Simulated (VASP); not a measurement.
# SbBr (Fm-3m) in VASP: further runs, part 2 of 2

VASP 6.6.1. The steps go on from the part before.

## Step 6: Relaxation of cell and atoms, PBE

This run uses another cell than the first one, of 31.53 Å³/atom, 1.100 times its volume.

The input, INCAR:

```
PREC = Accurate
ENCUT = 600
EDIFF = 1E-6
ISMEAR = 0
SIGMA = 0.1
LREAL = False
LASPH = True
NELM = 80
ALGO = Normal
ISIF = 3
LWAVE = False
LCHARG = False
GGA = PE
IBRION = 2
NSW = 100
EDIFFG = -0.01
```

The input, KPOINTS:

```
Automatic mesh
0
Gamma
  16 16 16
```

The input, POSCAR:

```
SbBr
1.0
    0.0000000000      3.1591911084      3.1591911084
    3.1591911084      0.0000000000      3.1591911084
    3.1591911084      3.1591911084      0.0000000000
Sb Br
1 1
Direct
    0.5000000000      0.5000000000      0.5000000000
    0.0000000000      0.0000000000      0.0000000000
```

Potentials or basis: VASP PAW PBE potentials, release 64 (Sb, Br).

Run with:

```bash
cat potpaw_PBE.64/Sb/POTCAR potpaw_PBE.64/Br/POTCAR > POTCAR
mpirun -np 1 vasp_std > vasp.out
```

OUTCAR:

```text
PREC = Accurate
   ENCUT = 600
   EDIFF = 1E-6
   ISMEAR = 0
   LREAL = False
   LASPH = True
   NELM = 80
   ISIF = 3
   GGA = PE
   IBRION = 2
   NSW = 100
   EDIFFG = -0.01

 ion  position               nearest neighbor table
   1  0.500  0.500  0.500-   2 3.16   2 3.16   2 3.16   2 3.16   2 3.16   2 3.16
   2  0.000  0.000  0.000-   1 3.16   1 3.16   1 3.16   1 3.16   1 3.16   1 3.16

  LATTYP: Found a face centered cubic cell.
 ALAT       =     6.3183822168

  Lattice vectors:

 A1 = (   0.0000000000,   3.1591911084,   3.1591911084)
 A2 = (   3.1591911084,   0.0000000000,   3.1591911084)
 A3 = (   3.1591911084,   3.1591911084,   0.0000000000)

Analysis of symmetry for initial positions (statically):
=====================================================================
 Subroutine PRICEL returns:
 Original cell was already a primitive cell.

 Routine SETGRP: Setting up the symmetry group for a
 face centered cubic supercell.

 Subroutine GETGRP returns: Found 48 space group operations
 (whereof 48 operations were pure point group operations)
 out of a pool of 48 trial point group operations.

The static configuration has the point symmetry O_h .
[... 211 lines left out ...]
 cond. band min:       4.7763667131   @ k =  -0.3750   0.0625   0.0000
 fundamental gap:      0.0110210467
 Fermi energy:         4.7653475930

 k-point     1 :       0.0000    0.0000    0.0000
  band No.  band energies     occupation
      1     -11.8454      2.00000
      2      -3.9138      2.00000
      3       0.5244      2.00000
      4       0.5244      2.00000
      5       0.5244      2.00000
      6       6.1913      0.00000
      7       6.1913      0.00000
      8       6.1913      0.00000
      9       9.8242      0.00000
     10       9.8242      0.00000
[... 287 lines left out ...]
 k-point    24 :      -0.0625    0.0625    0.0000
  band No.  band energies     occupation
      1     -11.8157      2.00000
      2      -4.0277      2.00000
      3       0.4509      2.00000
      4       0.5746      2.00000
      5       0.6769      2.00000
      6       5.6648      0.00000
      7       5.8229      0.00000
      8       6.1597      0.00000
      9       9.7044      0.00000
     10       9.9301      0.00000

 [... further k-points ...]
[... 5 lines left out ...]
  --------------------------------------------------------------------------------------
  -------------------------------------------------------------------------------------
  Total       -0.0014815     -0.0014815     -0.0014815     -0.0000000     -0.0000000      0.0000000
  in kB       -0.0377388     -0.0377388     -0.0377388     -0.0000000     -0.0000000      0.0000000
  external PRESSURE =      -0.0377388 kB  Pullay stress =       0.0000000 kB

 VOLUME and BASIS-vectors are now :
 -----------------------------------------------------------------------------
  energy-cutoff  :      600.00
  volume of cell :       62.90
      direct lattice vectors                 reciprocal lattice vectors
    -0.000000000  3.156437227  3.156437227    -0.158406445  0.158406445  0.158406445
     3.156437227  0.000000000  3.156437227     0.158406445 -0.158406445  0.158406445
     3.156437227  3.156437227  0.000000000     0.158406445  0.158406445 -0.158406445

 POSITION                                       TOTAL-FORCE (eV/Angst)
 -----------------------------------------------------------------------------------
      3.15644      3.15644      3.15644        -0.000000      0.000000      0.000000
     -0.00000      3.15644      3.15644         0.000000     -0.000000     -0.000000
 -----------------------------------------------------------------------------------
    total drift:                               -0.000000     -0.000000      0.000000

  FREE ENERGIE OF THE ION-ELECTRON SYSTEM (eV)
  ---------------------------------------------------
  free  energy   TOTEN  =        -5.0406810211 eV

  energy  without entropy=       -5.0319803617  energy(sigma->0) =       -5.03633069

 reached required accuracy - stopping structural energy minimisation
```

OSZICAR:

```text
N       E                     dE             d eps       ncg     rms          rms(c)
DAV:   1     0.563901180521E+02    0.56390E+02   -0.50758E+03  2900   0.109E+03
DAV:   2    -0.139792953532E+01   -0.57788E+02   -0.56354E+02  4494   0.150E+02
DAV:   3    -0.501621115407E+01   -0.36183E+01   -0.35720E+01  3340   0.428E+01
DAV:   4    -0.505207142452E+01   -0.35860E-01   -0.35832E-01  3330   0.502E+00
DAV:   5    -0.505239954566E+01   -0.32812E-03   -0.32811E-03  3306   0.527E-01    0.106E+01
DAV:   6    -0.503819526977E+01    0.14204E-01   -0.75792E-02  3242   0.115E+00    0.616E+00
DAV:   7    -0.504061812937E+01   -0.24229E-02   -0.15001E-02  3230   0.736E-01    0.468E-01
DAV:   8    -0.504057227214E+01    0.45857E-04   -0.20421E-03  3260   0.253E-01    0.962E-02
DAV:   9    -0.504062577550E+01   -0.53503E-04   -0.12760E-04  3270   0.992E-02    0.460E-02
DAV:  10    -0.504062599243E+01   -0.21693E-06   -0.60204E-06  3362   0.147E-02
   1 F= -.50406260E+01 E0= -.50362502E+01  d E =-.504063E+01
       N       E                     dE             d eps       ncg     rms          rms(c)
DAV:   1    -0.504099895732E+01   -0.37318E-03   -0.69579E-03  3040   0.510E-01    0.940E-02
DAV:   2    -0.504072318610E+01    0.27577E-03   -0.97735E-04  3130   0.153E-01    0.445E-02
DAV:   3    -0.504069025640E+01    0.32930E-04   -0.66533E-05  3082   0.570E-02    0.508E-02
DAV:   4    -0.504068121926E+01    0.90371E-05   -0.20355E-05  3066   0.259E-02    0.172E-02
DAV:   5    -0.504068102110E+01    0.19816E-06   -0.18594E-06  1790   0.930E-03
   2 F= -.50406810E+01 E0= -.50363307E+01  d E =-.550287E-04
```

CONTCAR:

```text
SbBr
   1.00000000000000
    -0.0000000000000000    3.1564372270089032    3.1564372270089032
     3.1564372270089032    0.0000000000000000    3.1564372270089032
     3.1564372270089032    3.1564372270089032    0.0000000000000000
  Sb              Br
     1     1
Direct
     0.5000000000000000    0.5000000000000000    0.5000000000000000
     1.0000000000000000    0.0000000000000000    0.0000000000000000

  0.00000000E+00  0.00000000E+00  0.00000000E+00
  0.00000000E+00  0.00000000E+00  0.00000000E+00
```

Wall time 89 s (1 thread of Intel Xeon Platinum 8259CL at 2.50GHz (Skylake/Cascade Lake), shared host); peak memory 0.31 GiB.

Results:

```yaml
Free_energy: -5.0407 eV
Relaxed_volume: 31.45 Å³/atom
Relaxed_cell: a = 4.464 Å, b = 4.464 Å, c = 4.464 Å, α = 60.00°, β = 60.00°, γ = 60.00°
Space_group_after_relaxing_to_0.05_Å: Fm-3m (No. 225)
Energy_gained_by_relaxing: 0.0 meV/atom
Ionic_steps: 2
Pressure_after_relaxing: 0.0 GPa
Band_gap_on_the_k_mesh: zero (band 6 reaches 6.60 eV, above the bottom of band 7 at 4.28 eV)
```

Final structure:
```
Sb Br
1.0
     0.00000    3.15644    3.15644
     3.15644    0.00000    3.15644
     3.15644    3.15644    0.00000
Sb Br
1 1
Direct
  0.50000 0.50000 0.50000
  0.00000 0.00000 0.00000
```

Levels at points of the mesh, in eV from the Fermi level:
```csv
k point,band 3,band 4,band 5,band 6,band 7,band 8,band 9,band 10
"(0.00, 0.00, 0.00)",-4.24,-4.24,-4.24,1.43,1.43,1.43,5.06,5.06
"(0.50, 0.00, 0.00)",-4.09,-4.09,-2.89,-1.76,-0.49,-0.49,6.34,8.27
"(0.50, 0.50, 0.00)",-6.27,-5.10,-5.10,1.84,1.84,2.03,2.69,8.22
```

Caveat: spin-orbit coupling is left out, which moves the levels of the heavy elements.

## Step 7: Summary

| task | cell | k mesh | cutoff (eV) | gap on the mesh (eV) | pressure (GPa) | relaxed volume (Å³/atom) |
| --- | --- | --- | --- | --- | --- | --- |
| single point | a = 4.328 Å, angles 60.0°, 2 atoms | 6 × 6 × 6 | 520 | none | 4.0 | - |
| single point | a = 4.468 Å, angles 60.0°, 2 atoms | 6 × 6 × 6 | 520 | none | -0.2 | - |
| relaxation of cell and atoms | relaxed from a = 4.328 Å, angles 60.0°, 2 atoms | 6 × 6 × 6 | 600 | none | 0.0 | 31.32 |
| single point | a = 4.468 Å, angles 60.0°, 2 atoms | 16 × 16 × 16 | 520 | none | -0.1 | - |
| relaxation of cell and atoms | relaxed from a = 4.468 Å, angles 60.0°, 2 atoms | 16 × 16 × 16 | 600 | none | 0.0 | 31.45 |

Alike in all rows: level PBE; potentials or basis VASP PAW PBE potentials, release 64 (Sb, Br); no spin polarisation; smearing gaussian 0.1 eV.

Caveats: spin-orbit coupling is left out, which moves the levels of the heavy elements.

Absolute energies hang on the potentials; compare differences alone.
